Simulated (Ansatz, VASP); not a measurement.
One calculation of Se, two programs

INCAR

```
SYSTEM = Se
PREC = Accurate
ENCUT = 520
EDIFF = 1E-6
ISMEAR = 0
SIGMA = 0.05
LREAL = .False.
LASPH = .True.
NELM = 80
ALGO = Normal
ISIF = 2
LWAVE = .False.
LCHARG = .False.
GGA = PE
IVDW = 12
NBANDS = 16
```

File KPOINTS:

```
Automatic mesh
0
Gamma
  12 12 8
  0 0 0
```

File POSCAR:

```
Se
1.0
    4.1593406383      0.0000000000      0.0000000000
   -2.0796703192      3.6020946558      0.0000000000
    0.0000000000      0.0000000000      5.0361296449
Se
3
Direct
    0.2473450684      0.0000000000      0.3333333333
    0.0000000000      0.2473450684      0.6666666667
    0.7526549316      0.7526549316      0.0000000000
```

Input for Ansatz:

```yaml
crystal:
  lattice:
    - [4.1593406383, 0.0, 0.0]
    - [-2.0796703192, 3.6020946558, 0.0]
    - [0.0, 0.0, 5.0361296449]
  atoms:
    - { symbol: Se, position: [0.2473450684, 0.0, 0.3333333333] }
    - { symbol: Se, position: [0.0, 0.2473450684, 0.6666666667] }
    - { symbol: Se, position: [0.7526549316, 0.7526549316, 0.0] }
basis:
  ecutwfc: 420
kpoints:
  mp_grid: { grid: [12, 12, 8] }
hamiltonian:
  xc: pbe
  dispersion: d3bj
scf:
  occupations: { method: gaussian, width: 0.05 }
output:
  forces: true
  stress: true
  eigenvalues: true
```

Alike in both runs: task single point; functional PBE; dispersion D3(BJ); k mesh 12 × 12 × 8; occupations gaussian, width 0.05 eV; no spin polarisation.

|  | VASP | Ansatz |
| --- | --- | --- |
| version | VASP 6.6.1 | Ansatz 0.2.0 |
| potentials or method | VASP PAW PBE potentials, release 64 (Se), cutoff 520 eV | scalar-relativistic, plane waves, PAW |
| valence electrons in the cell | 18 | 48 |

```tsv
	VASP	Ansatz	Ansatz less VASP
gap on the k mesh at the Fermi level (eV)	0.71	0.71	+0.009
least direct gap on the mesh (eV)	0.81	0.82	+0.009
pressure (GPa)	-0.8	-0.9	-0.09
traceless stress, the component that is largest in VASP (GPa)	0.66	0.63	-0.032
rms of the force components (eV/Å)	0.086	0.097	+0.0113
```

Atom by atom the forces differ by 0.011 eV/Å (rms over components). VASP's potentials hold 18 valence electrons a cell and Ansatz's 48, so a difference there can come from the potentials and not from the codes.
